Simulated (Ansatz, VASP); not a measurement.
GaN in VASP and in Ansatz

Contents of POSCAR:

```
GaN
1.0
    3.3230996452      0.0000000000      0.0000000000
   -1.6615498226      2.7539604900      0.0000000000
    0.0000000000      0.0000000000      5.1660000000
Ga N
2 2
Direct
    0.3333333333      0.6666666667      0.0000000000
    0.6666666667      0.3333333333      0.5000000000
    0.3333333333      0.6666666667      0.3750000000
    0.6666666667      0.3333333333      0.8750000000
```

Contents of INCAR.step1:

```
SYSTEM = GaN
  PREC = Accurate
  ENCUT = 520
  ISMEAR = 0
  SIGMA = 0.05
  LREAL = .False.
  LASPH = .True.
  NELM = 100
  NBANDS = 26
  GGA = PE
  ALGO = Normal
  EDIFF = 1E-4
  LWAVE = .True.
  LCHARG = .False.
```

INCAR.step2

```
SYSTEM = GaN
  PREC = Accurate
  ENCUT = 520
  EDIFF = 1E-7
  ISMEAR = 0
  SIGMA = 0.05
  LREAL = .False.
  LASPH = .True.
  NELM = 100
  ALGO = Normal
  ISIF = 2
  LWAVE = .False.
  LCHARG = .False.
  METAGGA = R2SCAN
  LMIXTAU = .True.
  NBANDS = 26
  ISTART = 1
```

KPOINTS

```
regular mesh
0
Gamma
  12 12 6
  0 0 0
```

Input for Ansatz:

```yaml
crystal:
  lattice:
    - [3.3230996452, 0.0, 0.0]
    - [-1.6615498226, 2.75396049, 0.0]
    - [0.0, 0.0, 5.166]
  atoms:
    - { symbol: Ga, position: [0.3333333333, 0.6666666667, 0.0] }
    - { symbol: Ga, position: [0.6666666667, 0.3333333333, 0.5] }
    - { symbol: "N", position: [0.3333333333, 0.6666666667, 0.375] }
    - { symbol: "N", position: [0.6666666667, 0.3333333333, 0.875] }
basis:
  ecutwfc: 500
kpoints:
  mp_grid: { grid: [12, 12, 6] }
hamiltonian:
  xc: r2scan
scf:
  occupations: { method: gaussian, width: 0.05 }
output:
  forces: true
  stress: true
  eigenvalues: true
```

Change from the starting cell: strain +0.0450 x Voigt [1, 0, 0, 0, 0, 0], atoms carried along.

Alike in both runs: task single point; functional r2SCAN; k mesh 12 × 12 × 6; occupations gaussian, width 0.05 eV; no spin polarisation.

```csv
,VASP,Ansatz
version,VASP 6.6.1,Ansatz 0.2.0
potentials or method,"VASP PAW PBE potentials, release 64 (Ga_d, N), cutoff 520 eV","scalar-relativistic, plane waves, PAW"
valence electrons in the cell,36,36
```

Ansatz gave:

- gap on the k mesh at the Fermi level (eV): 2.02
- least direct gap on the mesh (eV): 2.02
- pressure (GPa): -6.6
- traceless stress, the component that is largest in VASP (GPa): -9.22
- rms of the force components (eV/Å): 0.252

Problem. Which values does VASP return?

Solution. gap on the k mesh at the Fermi level (eV): 2.02; least direct gap on the mesh (eV): 2.02; pressure (GPa): -5.6; traceless stress, the component that is largest in VASP (GPa): -9.35; rms of the force components (eV/Å): 0.260.

VASP's potentials were made for PBE, not for r2SCAN. Atom by atom the forces differ by 0.010 eV/Å (rms over components). The functional is the same, so the differences come from potentials, cutoffs and numerics.
